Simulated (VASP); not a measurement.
Input of a VASP 6.6.1 run:

The input INCAR:

```
SYSTEM = BeTe
ALGO = Normal
EDIFF = 1E-6
ENCUT = 600
GGA = PE
GGA_COMPAT = .False.
ISIF = 2
ISMEAR = 0
LASPH = .True.
LCHARG = .False.
LREAL = .False.
LWAVE = .False.
NBANDS = 11
NELM = 120
PREC = Accurate
SIGMA = 0.02
```

The input KPOINTS:

```
k-points
0
Gamma
  8 8 8
  0 0 0
```

File POSCAR:

```
BeTe
1.0
    0.0000000000      2.7139225412      2.7139225412
    2.7139225412      0.0000000000      2.7139225412
    2.7139225412      2.7139225412      0.0000000000
Be Te
1 1
Direct
    0.0000000000      0.0000000000      0.0000000000
    0.7500000000      0.7500000000      0.7500000000
```

Potentials or basis: VASP PAW PBE potentials, release 64 (Be, Te).

Launch:

```bash
$ cat potpaw_PBE.64/Be/POTCAR potpaw_PBE.64/Te/POTCAR > POTCAR
$ mpirun -np 1 vasp_std > vasp.out
```

Q: What does it give for the band gap on the k mesh?

A: 1.68 eV, indirect (least direct gap 3.50 eV).

Q: Estimate the pressure.

A: 9.5 GPa.

Caveat: spin-orbit coupling is left out, which moves the levels of the heavy elements. A k mesh can miss the band edges.
